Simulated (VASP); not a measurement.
Here is a VASP 6.6.1 calculation.

INCAR

```
ALGO = Normal
EDIFF = 1E-6
ENCUT = 520
GGA = PE
ISIF = 2
ISMEAR = -1
LASPH = True
LCHARG = True
LELF = True
LREAL = False
LVHAR = True
LWAVE = False
NBANDS = 14
NELM = 60
PREC = Accurate
SIGMA = 0.08
```

The input KPOINTS:

```
k-points
0
Gamma
  12 12 7
```

File POSCAR:

```
I
1.0
    2.9666445122      0.0000000000      0.0000000000
   -1.4833222561      2.5691895116      0.0000000000
    0.0000000000      0.0000000000      5.0801781640
I
2
Direct
    0.3333333333      0.6666666667      0.2500000000
    0.6666666667      0.3333333333      0.7500000000
```

Potentials or basis: VASP PAW PBE potentials, release 64 (I).

The run is started by

```sh
$ cat potpaw_PBE.64/I/POTCAR > POTCAR
$ mpirun -np 1 vasp_std > vasp.out
```

Predict the band gap on the k mesh.

zero (band 7 reaches 17.77 eV, above the bottom of band 8 at 10.48 eV).

Estimate the pressure.

66.0 GPa.

Stress tensor (GPa, compression positive):
```
65.73  0.00  0.00
 0.00 65.73  0.00
 0.00  0.00 66.53
```

Caveat: spin-orbit coupling is left out, which moves the levels of the heavy elements.
